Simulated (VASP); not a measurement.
# Ni (Fm-3m) in VASP: single point with LDA

Aim: the single point of Ni with LDA.

All numbers are computed with VASP 6.6.1; they aren't measurements. Logs are shortened: lines on timing, memory, paths and dates and some standing lists are left out, and cuts for length are marked.

## (1) The cell of the first run

It takes space group Fm-3m (No. 225, cubic). The conventional cell has a = 3.537 Å, b = 3.537 Å, c = 3.537 Å, α = 90.00°, β = 90.00°, γ = 90.00°. Ni (site symmetry m-3m) has 12 Ni at 2.50 Å within 3.3 Å.

## (2) Single point, LDA, collinear spin, ferromagnetic start

File INCAR:

```
PREC = Accurate
ENCUT = 520
EDIFF = 1E-6
ISMEAR = -1
SIGMA = 0.1
LREAL = False
LASPH = True
NELM = 150
ALGO = Normal
ISIF = 2
LWAVE = False
LCHARG = True
ISPIN = 2
MAGMOM = 2 2
LORBIT = 11
LMAXMIX = 4
GGA = CA
LELF = True
LVHAR = True
NBANDS = 21
ISYM = 0
```

File KPOINTS:

```
regular mesh
0
Gamma
  14 8 12
```

File POSCAR:

```
Ni
1.0
    0.0000000000     -1.7682700000     -1.7682700000
   -3.5365400000     -1.7682700000     -1.7682700000
    0.0000000000      1.7682700000     -1.7682700000
Ni
2
Direct
    0.0000000000      0.0000000000      0.0000000000
    0.0000000000      0.5000000000      0.5000000000
```

Potentials or basis: VASP PAW LDA potentials, release 64 (Ni).

Command:

```console
$ cat potpaw_LDA.64/Ni/POTCAR > POTCAR
$ mpirun -np 1 vasp_std > vasp.out
```

OUTCAR:

```text
PREC = Accurate
   ENCUT = 520
   EDIFF = 1E-6
   ISMEAR = -1
   LREAL = False
   LASPH = True
   NELM = 150
   ISIF = 2
   ISPIN = 2
   LORBIT = 11
   GGA = CA
   ISYM = 0

 ion  position               nearest neighbor table
   1  0.000  0.000  0.000-   2 2.50   2 2.50   2 2.50   2 2.50   2 2.50   2 2.50   2 2.50   2 2.50

   2  0.000  0.500  0.500-   1 2.50   1 2.50   1 2.50   1 2.50   1 2.50   1 2.50   1 2.50   1 2.50

IMPORTANT INFORMATION: All symmetrisations will be switched off!
NOSYMM: (Re-)initialisation of all symmetry stuff for point group C_1.

----------------------------------------------------------------------------------------

                                     Primitive cell

  volume of cell :      22.1160

  direct lattice vectors                    reciprocal lattice vectors
     0.000000000 -1.768270000 -1.768270000     0.282762248 -0.282762248 -0.282762248
    -3.536540000 -1.768270000 -1.768270000    -0.282762248  0.000000000  0.000000000
     0.000000000  1.768270000 -1.768270000     0.000000000  0.282762248 -0.282762248

  length of vectors
     2.500711416  4.331359227  2.500711416     0.489758580  0.282762248  0.399886206

  position of ions in fractional coordinates (direct lattice)
     0.000000000  0.000000000  0.000000000
     0.000000000  0.500000000  0.500000000

  ion indices of the primitive-cell ions
   primitive index   ion index
                 1           1
                 2           2

----------------------------------------------------------------------------------------

 KPOINTS: regular mesh

Automatic generation of k-mesh.
 Grid dimensions read from file:
 generate k-points for:   14    8   12

 Generating k-lattice:

  Cartesian coordinates                     Fractional coordinates (reciprocal lattice)
     0.020197303 -0.020197303 -0.020197303     0.071428571  0.000000000  0.000000000
    -0.035345281  0.000000000  0.000000000     0.000000000  0.125000000  0.000000000
     0.000000000  0.023563521 -0.023563521     0.000000000  0.000000000  0.083333333

  Length of vectors
     0.034982756  0.035345281  0.033323850

  Shift w.r.t. Gamma in fractional coordinates (k-lattice)
     0.000000000  0.000000000  0.000000000

 -----------------------------------------------------------------------------
|                                                                             |
|           W    W    AA    RRRRR   N    N  II  N    N   GGGG   !!!           |
|           W    W   A  A   R    R  NN   N  II  NN   N  G    G  !!!           |
|           W    W  A    A  R    R  N N  N  II  N N  N  G       !!!           |
|           W WW W  AAAAAA  RRRRR   N  N N  II  N  N N  G  GGG   !            |
|           WW  WW  A    A  R   R   N   NN  II  N   NN  G    G                |
|           W    W  A    A  R    R  N    N  II  N    N   GGGG   !!!           |
|                                                                             |
|     Your reciprocal lattice and k-lattice belong to different lattice       |
|     classes:                                                                |
|                                                                             |
|        The reciprocal lattice is simple tetragonal,                         |
|        whereas your k-lattice is simple monoclinic.                         |
|                                                                             |
|     Results are often still useful ...                                      |
|                                                                             |
 -----------------------------------------------------------------------------

 WARNING: IBZKPT: internal override: KBLOWUP is changed to .FALSE.
      ... skipping the blow-up phase ...

 Subroutine IBZKPT returns following result:
 ===========================================

 Found    676 irreducible k-points:

 Following reciprocal coordinates:
            Coordinates               Weight
  0.000000  0.000000  0.000000      1.000000
  0.071429  0.000000  0.000000      2.000000
  0.142857  0.000000  0.000000      2.000000
  0.214286  0.000000  0.000000      2.000000
  0.285714  0.000000  0.000000      2.000000
  0.357143  0.000000  0.000000      2.000000
[... 16 lines left out ...]
  0.000000  0.250000  0.000000      2.000000
  0.071429  0.250000  0.000000      2.000000
 [... further k-points ...]
   k-points           NKPTS =    676   k-points in BZ     NKDIM =    676   number of bands    NBANDS=     21
   number of dos      NEDOS =    301   number of ions     NIONS =      2
   total plane-waves  NPLWV =  12800
   dimension x,y,z NGX =    20 NGY =   32 NGZ =   20
   dimension x,y,z NGXF=    40 NGYF=   64 NGZF=   40
   ions per type =               2
   NGX,Y,Z   is equivalent  to a cutoff of  13.30, 12.28, 13.30 a.u.
   NGXF,Y,Z  is equivalent  to a cutoff of  26.59, 24.56, 26.59 a.u.
 SYSTEM =  unknown system
   PREC   = accura    normal or accurate (medium, high low for compatibility)
   ISTART =      0    job   : 0-new  1-cont  2-samecut
   ICHARG =      2    charge: 1-file 2-atom 10-const
   ISPIN  =      2    spin polarized calculation?
   LNONCOLLINEAR =      F non collinear calculations
   LSORBIT =      F    spin-orbit coupling
   LASPH  =      T    aspherical Exc in radial PAW
   ENCUT  =  520.0 eV  38.22 Ry    6.18 a.u.   4.65  8.05  4.65*2*pi/ulx,y,z
   NELM   =    150;   NELMIN=  2; NELMDL= -5     # of ELM steps
   EDIFF  = 0.1E-05   stopping-criterion for ELM
   LREAL  =      F    real-space projection
   EDIFFG = 0.1E-04   stopping-criterion for IOM
   NSW    =      0    number of steps for IOM
   IBRION =     -1    ionic relax: 0-MD 1-quasi-New 2-CG
   NFREE  =      0    steps in history (QN), initial steepest desc. (CG)
   ISIF   =      2    stress and relaxation
   ISYM   =      0    0-nonsym 1-usesym 2-fastsym
   POTIM  = 0.5000    time-step for ionic-motion
   TEBEG  =    0.0;   TEEND  =   0.0 temperature during run
   PSTRESS=    0.0 pullay stress
   NELECT =      20.0000    total number of electrons
   NUPDOWN=      -1.0000    fix difference up-down
   EMIN   =  10.00;   EMAX   =-10.00  energy-range for DOS
   EFERMI =   0.00;   METHOD = LEGACY
   ISMEAR =    -1;   SIGMA  =   0.10  broadening in eV -4-tet -1-fermi 0-gaus
   EFERMI_NEDOS =   21; number of points for ismear=-14 and -15
   IALGO  =     38    algorithm
   IMIX   =      4    mixing-type and parameters
     AMIX     =   0.40;   BMIX     =  1.00
     AMIX_MAG =   1.60;   BMIX_MAG =  1.00
  volume/ion in A,a.u.               =      11.06        74.62
  Fermi-wavevector in a.u.,A,eV,Ry     =   1.583129  2.991680 34.100239  2.506297
  Thomas-Fermi vector in A             =   2.682947
   LORBIT       =     11    0 simple, 1 ext, 2 COOP (PROOUT), +10 PAW based schemes
   GGA     = CA    functional components
   LHFCALC =     F    Hartree Fock is set to
   AEXX    =    0.0000 exact exchange contribution
   IVDW    =     0    specifies the selected vdW correction
   LEPSILON=     F    determine dielectric tensor
   LRPA    =     F    only Hartree local field effects (RPA)
 spin polarized calculation
  energy-cutoff  :      520.00
  volume of cell :       22.12
 maximum number of plane-waves:       613
   NGX =  9   NGY = 17   NGZ =  9

 number of electron      19.9999987 magnetization       1.1446282

 Free energy of the ion-electron system (eV)
  ---------------------------------------------------
  ext. energy  EPLUGINS =         0.00000000
  ---------------------------------------------------
  free energy    TOTEN  =       -13.07951668 eV

  energy without entropy =      -12.95976881  energy(sigma->0) =      -13.01964274

 E-fermi :   8.7772     XC(G=0): -13.5162

 val. band max:        8.7749390850   @ k =  -0.2143  -0.0000   0.2500
 cond. band min:       8.7787026577   @ k =  -0.2143   0.2500   0.0833
 fundamental gap:      0.0037635727
 Fermi energy:         8.7771592210

 spin component 1

 k-point     1 :       0.0000    0.0000    0.0000
  band No.  band energies     occupation
      1      -0.0739      1.00000
      2       4.2934      1.00000
      3       4.7741      1.00000
      4       6.5120      1.00000
      5       6.5127      1.00000
      6       6.5135      1.00000
[... 13 lines left out ...]
     20      36.0652      0.00000
     21      36.0653      0.00000

 k-point     2 :       0.0714    0.0000    0.0000
  band No.  band energies     occupation
      1       0.1231      1.00000
      2       4.3665      1.00000
      3       4.8372      1.00000
      4       6.4624      1.00000
      5       6.5561      1.00000
      6       6.5564      1.00000
[... 520 lines left out ...]
 k-point    24 :       0.0714    0.2500    0.0000
  band No.  band energies     occupation
      1       0.4628      1.00000
      2       4.3699      1.00000
      3       4.9379      1.00000
      4       6.3583      1.00000
      5       6.6360      1.00000
      6       6.6411      1.00000
[... 13 lines left out ...]
     20      33.7026      0.00000
     21      35.9858      0.00000

 [... further k-points ...]

 spin component 2

 k-point     1 :       0.0000    0.0000    0.0000
  band No.  band energies     occupation
      1      -0.0359      1.00000
      2       4.6384      1.00000
      3       5.2572      1.00000
      4       7.0905      1.00000
      5       7.0921      1.00000
      6       7.0926      1.00000
[... 13 lines left out ...]
     20      36.1144      0.00000
     21      36.1155      0.00000

 k-point     2 :       0.0714    0.0000    0.0000
  band No.  band energies     occupation
      1       0.1613      1.00000
      2       4.7098      1.00000
      3       5.3205      1.00000
      4       7.0366      1.00000
      5       7.1360      1.00000
      6       7.1373      1.00000
[... 520 lines left out ...]
 k-point    24 :       0.0714    0.2500    0.0000
  band No.  band energies     occupation
      1       0.5016      1.00000
      2       4.6851      1.00000
      3       5.4259      1.00000
      4       6.9240      1.00000
      5       7.2182      1.00000
      6       7.2238      1.00000
[... 13 lines left out ...]
     20      33.8092      0.00000
     21      36.0316      0.00000

 [... further k-points ...]

------------------------ aborting loop because EDIFF is reached ----------------------------------------

  FORCE on cell =-STRESS in cart. coord.  units (eV):
  Direction    XX          YY          ZZ          XY          YZ          ZX
  --------------------------------------------------------------------------------------
  -------------------------------------------------------------------------------------
  Total       -2.6231680     -2.6444220     -2.6444216      0.0016434     -0.0066025      0.0016431
  in kB     -190.0338494   -191.5735824   -191.5735546      0.1190523     -0.4783153      0.1190328
  external PRESSURE =    -191.0603288 kB  Pullay stress =       0.0000000 kB

 VOLUME and BASIS-vectors are now :
 -----------------------------------------------------------------------------
  energy-cutoff  :      520.00
  volume of cell :       22.12
      direct lattice vectors                 reciprocal lattice vectors
     0.000000000 -1.768270000 -1.768270000     0.282762248 -0.282762248 -0.282762248
    -3.536540000 -1.768270000 -1.768270000    -0.282762248  0.000000000  0.000000000
     0.000000000  1.768270000 -1.768270000     0.000000000  0.282762248 -0.282762248

 POSITION                                       TOTAL-FORCE (eV/Angst)
 -----------------------------------------------------------------------------------
      0.00000      0.00000      0.00000         0.000000     -0.000000     -0.000000
     -1.76827      0.00000     -1.76827        -0.000000      0.000000      0.000000
 -----------------------------------------------------------------------------------
    total drift:                                0.000000     -0.000000     -0.000000

  FREE ENERGIE OF THE ION-ELECTRON SYSTEM (eV)
  ---------------------------------------------------
  free  energy   TOTEN  =       -13.0795166810 eV

  energy  without entropy=      -12.9597688071  energy(sigma->0) =      -13.01964274

 total charge

# of ion       s       p       d       tot
------------------------------------------
    1        0.492   0.481   8.319   9.292
    2        0.492   0.481   8.319   9.292
--------------------------------------------------
tot          0.984   0.963  16.638  18.585

 magnetization (x)

# of ion       s       p       d       tot
------------------------------------------
    1       -0.005  -0.017   0.600   0.578
    2       -0.005  -0.017   0.600   0.578
--------------------------------------------------
tot         -0.010  -0.034   1.200   1.156
```

It took 17 min on 1 thread of Intel Xeon 8259CL, shared host; peak memory 0.48 GiB.

What came out:

| Item | Value |
| --- | --- |
| Free energy | -13.0795 eV |
| Pressure | -19.1 GPa |
| Net moment | 1.14 μB per cell |
| Site moments | Ni +0.58 μB |
| Valence electrons inside the program's atomic spheres | Ni 9.29 |

Stress tensor (GPa, compression positive):
```
-19.00   0.01   0.01
  0.01 -19.16  -0.05
  0.01  -0.05 -19.16
```

Levels at points of the mesh, in eV from the Fermi level:
Spin up:
```csv
k point,band 9,band 10,band 11,band 12,band 13,band 14
"(0.00, 0.00, 0.00)",-0.45,-0.32,-0.32,2.47,9.16,14.64
"(0.50, 0.00, 0.00)",-0.47,-0.47,-0.20,-0.20,5.63,5.63
"(0.00, 0.50, 0.00)",-1.44,-1.44,-0.81,-0.81,19.03,19.03
"(0.50, 0.50, 0.00)",-1.23,-1.23,1.05,1.05,11.44,11.44
"(0.00, 0.00, 0.50)",-1.23,-1.23,1.05,1.05,11.44,11.44
"(0.50, 0.00, 0.50)",-0.32,-0.32,7.70,7.70,7.70,7.70
"(0.00, 0.50, 0.50)",-0.47,-0.47,-0.20,-0.20,5.63,5.63
"(0.50, 0.50, 0.50)",-0.32,-0.32,2.47,2.47,9.16,9.16
```
Spin down:
```
           k point  band 8  band 9  band 10  band 11  band 12  band 13
(0.00, 0.00, 0.00)   -0.61    0.12     0.34     0.34     2.51     9.41
(0.50, 0.00, 0.00)   -0.18    0.14     0.14     0.15     0.15     5.99
(0.00, 0.50, 0.00)   -0.83   -0.83    -0.83    -0.25    -0.25    19.14
(0.50, 0.50, 0.00)   -1.06   -0.61    -0.61     1.53     1.53    11.65
(0.00, 0.00, 0.50)   -1.06   -0.61    -0.61     1.53     1.53    11.65
(0.50, 0.00, 0.50)   -0.69    0.34     0.34     7.89     7.89     7.89
(0.00, 0.50, 0.50)   -0.18    0.15     0.15     0.15     0.15     5.99
(0.50, 0.50, 0.50)    0.34    0.34     0.34     2.51     2.51     9.41
```

Caveat: the cell stands under tension.
